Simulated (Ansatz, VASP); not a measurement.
**One calculation of GaP, two programs**

The input POSCAR:

```
GaP
1.0
    0.0000000000      2.7254102088      2.7254102088
    2.7254102088      0.0000000000      2.7254102088
    2.7254102088      2.7254102088      0.0000000000
Ga P
1 1
Direct
    0.0000000000      0.0000000000      0.0000000000
    0.2500000000      0.2500000000      0.2500000000
```

File INCAR.step1:

```
SYSTEM = GaP
PREC = Accurate ; ENCUT = 520
ISMEAR = 0 ; SIGMA = 0.01
LREAL = .False. ; LASPH = .True.
NELM = 60 ; NBANDS = 16
ISYM = 0 ; GGA = PE
ALGO = Normal ; EDIFF = 1E-4
LWAVE = .True. ; LCHARG = .False.
```

INCAR.step2

```
SYSTEM = GaP
PREC = Accurate ; ENCUT = 520
EDIFF = 1E-6 ; ISMEAR = 0
SIGMA = 0.01 ; LREAL = .False.
LASPH = .True. ; NELM = 60
ALGO = Normal ; ISIF = 2
LWAVE = .False. ; LCHARG = .True.
METAGGA = R2SCAN ; LMIXTAU = .True.
LELF = .True. ; LVHAR = .True.
NBANDS = 16 ; ISYM = 0
ISTART = 1
```

Contents of KPOINTS:

```
regular mesh
0
Gamma
  6 6 6
  0 0 0
```

Input for Ansatz:

```yaml
crystal:
  lattice:
    - [0.0, 2.7254102088, 2.7254102088]
    - [2.7254102088, 0.0, 2.7254102088]
    - [2.7254102088, 2.7254102088, 0.0]
  atoms:
    - { symbol: Ga, position: [0.0, 0.0, 0.0] }
    - { symbol: P, position: [0.25, 0.25, 0.25] }
  symmetry: { detect: false }
kpoints:
  mp_grid: { grid: [6, 6, 6] }
hamiltonian:
  xc: r2scan
scf:
  occupations: { method: fixed }
  n_extra_bands: 4
output:
  forces: true
  stress: true
  eigenvalues: true
```

Alike in both runs: task single point; functional r2SCAN; k mesh 6 × 6 × 6; no spin polarisation.

|  | VASP | Ansatz |
| --- | --- | --- |
| version | VASP 6.6.1 | Ansatz 0.2.0 |
| potentials or method | VASP PAW PBE potentials, release 64 (Ga_d, P) | plane waves |
| plane-wave cutoff (eV) | 520 | 500 |
| occupations | gaussian, width 0.01 eV | fixed |
| valence electrons in the cell | 18 | 18 |

Ansatz gave:

| Property | Result |
| --- | --- |
| gap on the k mesh at the Fermi level (eV) | 1.90 |
| pressure (GPa) | 0.1 |

Problem. What did VASP give for the same quantities?

Solution. gap on the k mesh at the Fermi level (eV): 1.91; pressure (GPa): 0.0.

VASP's potentials were made for PBE, not for r2SCAN.
